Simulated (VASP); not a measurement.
Set up this calculation in VASP 6.6.1, as the native input.

| Property | Result |
| --- | --- |
| Task | relaxation of cell and atoms |
| Functional | PBEsol |
| Potentials or basis | VASP PAW PBE potentials, release 64 (Sn_d) |
| Cutoff | 600 eV |
| k mesh | 12 × 12 × 6 |
| Occupations | gaussian, width 0.1 eV |
| Spin | no spin polarisation |
| Dipole correction | no |
| Further INCAR settings | ALGO = Fast; EDIFF = 1e-06; IBRION = 2; EDIFFG = -0.005; NSW = 100; ISIF = 3 |

The structure of Sn lies in POSCAR:

```
Sn
1.0
    4.5726370000      0.0000000000      0.0000000000
   -2.2863190000      3.9600200000      0.0000000000
    0.0000000000      0.0000000000      7.4670850000
Sn
4
Direct
    0.0000000000      0.0000000000      0.0000000000
    0.0000000000      0.0000000000      0.3750000000
    0.3333333300      0.6666666700      0.5000000000
    0.3333333300      0.6666666700      0.8750000000
```

This isn't the form of Sn at room conditions, which is tetragonal (white tin).

The input as run:

INCAR

```
PREC = Accurate
ENCUT = 600
EDIFF = 1E-6
ISMEAR = 0
SIGMA = 0.1
LREAL = False
LASPH = True
NELM = 80
ALGO = Fast
ISIF = 3
LWAVE = False
LCHARG = False
GGA = PS
IBRION = 2
NSW = 100
EDIFFG = -0.005
```

KPOINTS

```
regular mesh
0
Gamma
  12 12 6
```

Potentials or basis: VASP PAW PBE potentials, release 64 (Sn_d).

Run with:

```console
$ cat potpaw_PBE.64/Sn_d/POTCAR > POTCAR
$ mpirun -np 1 vasp_std > vasp.out
```

It gave:

The relaxed volume is 34.85 Å³/atom, the relaxed cell is a = 4.609 Å, b = 4.609 Å, c = 7.578 Å, α = 90.00°, β = 90.00°, γ = 120.00° and the space group after relaxing (to 0.1 Å) is P6_3/mmc (No. 194). The energy gained by relaxing is 4.8 meV/atom and the ionic steps are 14. The pressure after relaxing is 0.0 GPa and the band gap on the k mesh is zero (bands 28 and 29 overlap by 0.05 eV).

Caveat: the PAW data sets were made with another functional, which shifts forces and pressure a little; spin-orbit coupling is left out, which moves the levels of the heavy elements.

Wall time 62 min on 1 thread of Intel Xeon 8259CL, on a shared host, peak memory 0.52 GiB.
